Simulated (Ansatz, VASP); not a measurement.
Zr2O: VASP beside Ansatz

POSCAR

```
Zr2O
1.0
    5.0395542010      0.0000000000      0.0000000000
    0.0000000000      5.0395542010      0.0000000000
    0.0000000000      0.0000000000      4.8457251933
Zr O
4 2
Direct
    0.2500000000      0.2500000000      0.7500000000
    0.7500000000      0.2500000000      0.2500000000
    0.2500000000      0.7500000000      0.2500000000
    0.7500000000      0.7500000000      0.7500000000
    0.0000000000      0.0000000000      0.0000000000
    0.5000000000      0.5000000000      0.5000000000
```

The input INCAR.step1:

```
PREC = Accurate
ENCUT = 520
ISMEAR = 0
SIGMA = 0.15
LREAL = F
LASPH = T
NELM = 60
NBANDS = 39
GGA = PE
ALGO = Normal
EDIFF = 1E-4
LWAVE = T
LCHARG = F
```

Contents of INCAR.step2:

```
PREC = Accurate
ENCUT = 520
EDIFF = 1E-6
ISMEAR = 0
SIGMA = 0.15
LREAL = F
LASPH = T
NELM = 60
ALGO = Normal
ISIF = 2
LWAVE = F
LCHARG = F
METAGGA = R2SCAN
LMIXTAU = T
NBANDS = 39
ISTART = 1
```

File KPOINTS:

```
regular mesh
0
Gamma
  10 10 10
```

Input for Ansatz:

```yaml
crystal:
  lattice:
    - [5.039554201, 0.0, 0.0]
    - [0.0, 5.039554201, 0.0]
    - [0.0, 0.0, 4.8457251933]
  atoms:
    - { symbol: Zr, position: [0.25, 0.25, 0.75] }
    - { symbol: Zr, position: [0.75, 0.25, 0.25] }
    - { symbol: Zr, position: [0.25, 0.75, 0.25] }
    - { symbol: Zr, position: [0.75, 0.75, 0.75] }
    - { symbol: O, position: [0.0, 0.0, 0.0] }
    - { symbol: O, position: [0.5, 0.5, 0.5] }
basis:
  ecutwfc: 500
kpoints:
  mp_grid: { grid: [10, 10, 10] }
hamiltonian:
  xc: r2scan
scf:
  occupations: { method: gaussian, width: 0.15 }
output:
  forces: true
  stress: true
  eigenvalues: true
```

Change from the starting cell: strain +0.040 along x and y, +0.000 along z, atoms carried along.

Alike in both runs: task single point; functional r2SCAN; k mesh 10 × 10 × 10; occupations gaussian, width 0.15 eV; no spin polarisation.

|  | VASP | Ansatz |
| --- | --- | --- |
| version | VASP 6.6.1 | Ansatz 0.2.0 |
| potentials or method | VASP PAW PBE potentials, release 64 (Zr_sv, O), cutoff 520 eV | scalar-relativistic, plane waves, PAW |
| valence electrons in the cell | 60 | 60 |

```csv
,VASP,Ansatz,Ansatz less VASP
gap on the k mesh at the Fermi level (eV),none,none,-
pressure (GPa),-9.2,-9.3,-0.13
"traceless stress, the component that is largest in VASP (GPa)",1.79,1.79,+0.006
```

VASP's potentials were made for PBE, not for r2SCAN. A gap of «none» marks a metal or a gap that the smearing closes.
